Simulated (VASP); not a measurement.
Here is a VASP 6.6.1 calculation.

File INCAR:

```
SYSTEM = MgS
  PREC = Accurate
  ENCUT = 520
  EDIFF = 1E-6
  ISMEAR = -1
  SIGMA = 0.05
  LREAL = .False.
  LASPH = .True.
  NELM = 80
  ALGO = Normal
  ISIF = 2
  LWAVE = .False.
  LCHARG = .True.
  GGA = PE
  LELF = .True.
  LVHAR = .True.
  NBANDS = 11
```

File KPOINTS:

```
regular mesh
0
Gamma
  9 9 9
  0 0 0
```

The input POSCAR:

```
MgS
1.0
    0.0000000000      2.6358861629      2.6358861629
    2.6358861629      0.0000000000      2.6358861629
    2.6358861629      2.6358861629      0.0000000000
S Mg
1 1
Direct
    0.5000000000      0.5000000000      0.5000000000
    0.0000000000      0.0000000000      0.0000000000
```

Potentials or basis: VASP PAW PBE potentials, release 64 (S, Mg).

Launch:

```sh
$ cat potpaw_PBE.64/S/POTCAR potpaw_PBE.64/Mg/POTCAR > POTCAR
$ mpirun -np 1 vasp_std > vasp.out
```

Q: Predict the pressure.

A: -2.0 GPa.

Q: What does it give for the band gap on the k mesh?

A: 2.82 eV, indirect (least direct gap 3.41 eV).

A k mesh can miss the band edges. As with any semilocal functional, this PBE gap is likely too small.
